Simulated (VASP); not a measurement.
# Au (Fm-3m) in VASP: a series of runs

Au is run at these levels: r2SCAN; tasks: single point.

All numbers are computed with VASP 6.6.1; they aren't measurements. Logs are shortened: lines on timing, memory, paths and dates and some standing lists are left out, and cuts for length are marked.

### 1 The cell of the first run

Symmetry: Fm-3m, No. 225, cubic system. The conventional cell has a = 4.114 Å, b = 4.114 Å, c = 4.114 Å, α = 90.00°, β = 90.00°, γ = 90.00°. Within 3.8 Å of Au (site symmetry m-3m) lie 12 Au at 2.91 Å.

### 2 Single point, r2SCAN

POSCAR reads:

```
Au
1.0
    0.0000000000      2.0571330000      2.0571330000
    2.0571330000      0.0000000000      2.0571330000
    2.0571330000      2.0571330000      0.0000000000
Au
1
Direct
    0.0000000000      0.0000000000      0.0000000000
```

INCAR.step1 reads:

```
PREC     = Accurate       # precision mode
ENCUT    = 550            # plane-wave cutoff, eV
ISMEAR   = -1             # smearing method
SIGMA    = 0.1            # smearing width, eV
LREAL    = F              # projectors in reciprocal space
LASPH    = T              # aspherical terms in the spheres
NELM     = 120            # most SCF steps
NBANDS   = 12             # bands
GGA      = PE             # functional
ALGO     = Normal         # electronic algorithm
EDIFF    = 1E-5           # SCF threshold, eV
LWAVE    = T              # write WAVECAR
LCHARG   = F              # write CHGCAR
GGA_COMPAT= F
```

INCAR.step2 reads:

```
PREC     = Accurate       # precision mode
ENCUT    = 550            # plane-wave cutoff, eV
EDIFF    = 1E-6           # SCF threshold, eV
ISMEAR   = -1             # smearing method
SIGMA    = 0.1            # smearing width, eV
LREAL    = F              # projectors in reciprocal space
LASPH    = T              # aspherical terms in the spheres
NELM     = 120            # most SCF steps
ALGO     = Normal         # electronic algorithm
ISIF     = 2              # what is computed and relaxed
LWAVE    = F              # write WAVECAR
LCHARG   = F              # write CHGCAR
METAGGA  = R2SCAN         # meta-GGA
LMIXTAU  = T            
NBANDS   = 12             # bands
ISTART   = 1            
GGA_COMPAT= F
```

KPOINTS reads:

```
regular mesh
0
Gamma
  7 7 7
```

Potentials or basis: VASP PAW PBE potentials, release 64 (Au).

The run is started by

```
> cat potpaw_PBE.64/Au/POTCAR > POTCAR
> cp INCAR.step1 INCAR
> mpirun -np 1 vasp_std > vasp.out
> cp INCAR.step2 INCAR
> mpirun -np 1 vasp_std > vasp.out
```

OUTCAR:

```text
PREC = Accurate
   ENCUT = 550
   EDIFF = 1E-6
   ISMEAR = -1
   LREAL = F
   LASPH = T
   NELM = 120
   ISIF = 2
   METAGGA = R2SCAN
   ISTART = 1

 ion  position               nearest neighbor table
   1  0.000  0.000  0.000-

  LATTYP: Found a face centered cubic cell.
 ALAT       =     4.1142660000

  Lattice vectors:

 A1 = (   0.0000000000,   2.0571330000,   2.0571330000)
 A2 = (   2.0571330000,   0.0000000000,   2.0571330000)
 A3 = (   2.0571330000,   2.0571330000,   0.0000000000)

Analysis of symmetry for initial positions (statically):
=====================================================================
 Subroutine PRICEL returns:
 Original cell was already a primitive cell.

 Routine SETGRP: Setting up the symmetry group for a
 face centered cubic supercell.

 Subroutine GETGRP returns: Found 48 space group operations
 (whereof 48 operations were pure point group operations)
 out of a pool of 48 trial point group operations.

The static configuration has the point symmetry O_h .

Analysis of symmetry for dynamics (positions and initial velocities):
=====================================================================
 Subroutine PRICEL returns:
 Original cell was already a primitive cell.

 Routine SETGRP: Setting up the symmetry group for a
 face centered cubic supercell.

 Subroutine GETGRP returns: Found 48 space group operations
 (whereof 48 operations were pure point group operations)
 out of a pool of 48 trial point group operations.

The dynamic configuration has the point symmetry O_h .

 Subroutine INISYM returns: Found 48 space group operations
 (whereof 48 operations are pure point group operations),
 and found     1 'primitive' translations

----------------------------------------------------------------------------------------

                                     Primitive cell

  volume of cell :      17.4107

  direct lattice vectors                    reciprocal lattice vectors
     0.000000000  2.057133000  2.057133000    -0.243056720  0.243056720  0.243056720
     2.057133000  0.000000000  2.057133000     0.243056720 -0.243056720  0.243056720
     2.057133000  2.057133000  0.000000000     0.243056720  0.243056720 -0.243056720

  length of vectors
     2.909225388  2.909225388  2.909225388     0.420986589  0.420986589  0.420986589

  position of ions in fractional coordinates (direct lattice)
     0.000000000  0.000000000  0.000000000

[... 68 lines left out ...]
   ENCUT  =  550.0 eV  40.42 Ry    6.36 a.u.   5.56  5.56  5.56*2*pi/ulx,y,z
   NELM   =    120;   NELMIN=  2; NELMDL=  0     # of ELM steps
   EDIFF  = 0.1E-05   stopping-criterion for ELM
   LREAL  =      F    real-space projection
[... 7 lines left out ...]
   TEBEG  =    0.0;   TEEND  =   0.0 temperature during run
   PSTRESS=    0.0 pullay stress
   NELECT =      11.0000    total number of electrons
   NUPDOWN=      -1.0000    fix difference up-down
   EMIN   =  10.00;   EMAX   =-10.00  energy-range for DOS
   EFERMI =   0.00;   METHOD = LEGACY
   ISMEAR =    -1;   SIGMA  =   0.10  broadening in eV -4-tet -1-fermi 0-gaus
   EFERMI_NEDOS =   21; number of points for ismear=-14 and -15
   IALGO  =     38    algorithm
   IMIX   =      4    mixing-type and parameters
     AMIX     =   0.40;   BMIX     =  1.00
     AMIX_MAG =   1.60;   BMIX_MAG =  1.00
  volume/ion in A,a.u.               =      17.41       117.49
  Fermi-wavevector in a.u.,A,eV,Ry     =   1.404753  2.654599 26.848805  1.973331
  Thomas-Fermi vector in A             =   2.527283
   LORBIT       =      0    0 simple, 1 ext, 2 COOP (PROOUT), +10 PAW based schemes
   METAGGA = R2SCAN    functional components
   LHFCALC =     F    Hartree Fock is set to
   AEXX    =    0.0000 exact exchange contribution
   IVDW    =     0    specifies the selected vdW correction
   LEPSILON=     F    determine dielectric tensor
   LRPA    =     F    only Hartree local field effects (RPA)
 non-spin polarized calculation
  energy-cutoff  :      550.00
  volume of cell :       17.41
 maximum number of plane-waves:       531
 NGX is ok and might be reduce to    24
   NGX = 11   NGY = 11   NGZ = 11

 number of electron      11.0000001 magnetization

 Free energy of the ion-electron system (eV)
  ---------------------------------------------------
  ext. energy  EPLUGINS =         0.00000000
  ---------------------------------------------------
  free energy    TOTEN  =       -50.65252998 eV

  energy without entropy =      -50.64965662  energy(sigma->0) =      -50.65109330

 E-fermi :   8.7175     XC(G=0): -13.4747

 val. band max:        8.1875791898   @ k =   0.4286   0.2857   0.0000
 cond. band min:       8.7426328352   @ k =   0.4286   0.4286   0.0000
 fundamental gap:      0.5550536454
 Fermi energy:         8.7175155576

 k-point     1 :       0.0000    0.0000    0.0000
  band No.  band energies     occupation
      1      -0.8842      2.00000
      2       4.1495      2.00000
      3       4.1495      2.00000
      4       4.1495      2.00000
      5       5.6250      2.00000
      6       5.6250      2.00000
      7      24.3157      0.00000
      8      28.2839      0.00000
      9      28.2839      0.00000
     10      28.2839      0.00000
     11      33.4887      0.00000
     12      37.7171      0.00000
[... 271 lines left out ...]
 k-point    20 :      -0.2857    0.4286    0.1429
  band No.  band energies     occupation
      1       2.8852      2.00000
      2       3.3596      2.00000
      3       4.1743      2.00000
      4       5.5837      2.00000
      5       6.9255      2.00000
      6      12.8593      0.00000
      7      15.0560      0.00000
      8      16.2623      0.00000
      9      20.2905      0.00000
     10      29.8328      0.00000
     11      33.5194      0.00000
     12      35.1317      0.00000

------------------------ aborting loop because EDIFF is reached ----------------------------------------

  FORCE on cell =-STRESS in cart. coord.  units (eV):
  Direction    XX          YY          ZZ          XY          YZ          ZX
  --------------------------------------------------------------------------------------
  -------------------------------------------------------------------------------------
  Total        0.1188106      0.1188106      0.1188106     -0.0000000     -0.0000000      0.0000000
  in kB       10.9332365     10.9332365     10.9332365     -0.0000000     -0.0000000      0.0000000
  external PRESSURE =      10.9332365 kB  Pullay stress =       0.0000000 kB

 VOLUME and BASIS-vectors are now :
 -----------------------------------------------------------------------------
  energy-cutoff  :      550.00
  volume of cell :       17.41
      direct lattice vectors                 reciprocal lattice vectors
     0.000000000  2.057133000  2.057133000    -0.243056720  0.243056720  0.243056720
     2.057133000  0.000000000  2.057133000     0.243056720 -0.243056720  0.243056720
     2.057133000  2.057133000  0.000000000     0.243056720  0.243056720 -0.243056720

 POSITION                                       TOTAL-FORCE (eV/Angst)
 -----------------------------------------------------------------------------------
      0.00000      0.00000      0.00000         0.000000      0.000000      0.000000
 -----------------------------------------------------------------------------------
    total drift:                                0.000000      0.000000     -0.000000

  FREE ENERGIE OF THE ION-ELECTRON SYSTEM (eV)
  ---------------------------------------------------
  free  energy   TOTEN  =       -50.6525299750 eV

  energy  without entropy=      -50.6496566227  energy(sigma->0) =      -50.65109330
```

Wall time 16 s (1 thread of Intel Xeon Platinum 8259CL at 2.50GHz (Skylake/Cascade Lake), shared host); peak memory 0.14 GiB.

What came out:

```yaml
Free_energy: -50.6525 eV
Pressure: 1.1 GPa
Band_gap_on_the_k_mesh: zero (an odd number of electrons rules out a gap without spin polarisation)
```

Caveat: the k points lie up to 0.38 Å⁻¹ apart, too coarse for converged energies and pressures of a metal; the PAW data sets were made with another functional, which shifts forces and pressure a little; spin-orbit coupling is left out, which moves the levels of the heavy elements.

### 3 Single point, r2SCAN

POSCAR is that of step 2.

INCAR.step1 reads:

```
SYSTEM = Au
  PREC = Accurate
  ENCUT = 550
  ISMEAR = 0
  SIGMA = 0.1
  LREAL = .FALSE.
  LASPH = .TRUE.
  NELM = 120
  ISYM = 0
  NBANDS = 12
  GGA = PE
  ALGO = Normal
  EDIFF = 1E-5
  LWAVE = .TRUE.
  LCHARG = .FALSE.
  GGA_COMPAT = .FALSE.
```

INCAR.step2 reads:

```
SYSTEM = Au
  PREC = Accurate
  ENCUT = 550
  EDIFF = 1E-6
  ISMEAR = 0
  SIGMA = 0.1
  LREAL = .FALSE.
  LASPH = .TRUE.
  NELM = 120
  ALGO = Normal
  ISIF = 2
  LWAVE = .FALSE.
  LCHARG = .TRUE.
  METAGGA = R2SCAN
  LMIXTAU = .TRUE.
  LELF = .TRUE.
  LVHAR = .TRUE.
  ISYM = 0
  NBANDS = 12
  ISTART = 1
  GGA_COMPAT = .FALSE.
```

KPOINTS reads:

```
regular mesh
0
G
  7 7 7
  0 0 0
```

Potentials or basis: VASP PAW PBE potentials, release 64 (Au).

The run is started by

```
> cat potpaw_PBE.64/Au/POTCAR > POTCAR
> cp INCAR.step1 INCAR
> mpirun -np 1 vasp_std > vasp.out
> cp INCAR.step2 INCAR
> mpirun -np 1 vasp_std > vasp.out
```

OUTCAR:

```text
SYSTEM = Au
   PREC = Accurate
   ENCUT = 550
   EDIFF = 1E-6
   ISMEAR = 0
   LREAL = .FALSE.
   LASPH = .TRUE.
   NELM = 120
   ISIF = 2
   METAGGA = R2SCAN
   ISYM = 0
   ISTART = 1

 ion  position               nearest neighbor table
   1  0.000  0.000  0.000-

IMPORTANT INFORMATION: All symmetrisations will be switched off!
NOSYMM: (Re-)initialisation of all symmetry stuff for point group C_1.

----------------------------------------------------------------------------------------

                                     Primitive cell

[... 497 lines left out ...]
      7      21.4034      0.00000
      8      25.8465      0.00000
      9      25.8653      0.00000
     10      27.9451      0.00000
     11      30.6974      0.00000
     12      34.3866      0.00000

 [... further k-points ...]
[... 5 lines left out ...]
  --------------------------------------------------------------------------------------
  -------------------------------------------------------------------------------------
  Total        0.1204367      0.1204368      0.1204368      0.0000055      0.0000055      0.0000055
  in kB       11.0828750     11.0828769     11.0828779      0.0005048      0.0005030      0.0005032
  external PRESSURE =      11.0828766 kB  Pullay stress =       0.0000000 kB

 VOLUME and BASIS-vectors are now :
 -----------------------------------------------------------------------------
  energy-cutoff  :      550.00
  volume of cell :       17.41
      direct lattice vectors                 reciprocal lattice vectors
     0.000000000  2.057133000  2.057133000    -0.243056720  0.243056720  0.243056720
     2.057133000  0.000000000  2.057133000     0.243056720 -0.243056720  0.243056720
     2.057133000  2.057133000  0.000000000     0.243056720  0.243056720 -0.243056720

 POSITION                                       TOTAL-FORCE (eV/Angst)
 -----------------------------------------------------------------------------------
      0.00000      0.00000      0.00000        -0.000000     -0.000000      0.000000
 -----------------------------------------------------------------------------------
    total drift:                               -0.000000     -0.000000      0.000000

  FREE ENERGIE OF THE ION-ELECTRON SYSTEM (eV)
  ---------------------------------------------------
  free  energy   TOTEN  =       -50.6510421665 eV

  energy  without entropy=      -50.6500768563  energy(sigma->0) =      -50.65055951
```

It took 83 s on 1 thread of Intel Xeon Platinum 8259CL at 2.50GHz (Skylake/Cascade Lake), shared host; peak memory 0.17 GiB.

What came out:

| Quantity | Value |
| --- | --- |
| Free energy | -50.6510 eV |
| Pressure | 1.1 GPa |
| Band gap on the k mesh | zero (an odd number of electrons rules out a gap without spin polarisation) |

Caveat: the k points lie up to 0.38 Å⁻¹ apart, too coarse for converged energies and pressures of a metal; the PAW data sets were made with another functional, which shifts forces and pressure a little; spin-orbit coupling is left out, which moves the levels of the heavy elements.

The gap in the log of VASP goes by the Fermi energy; the results here count the filled bands.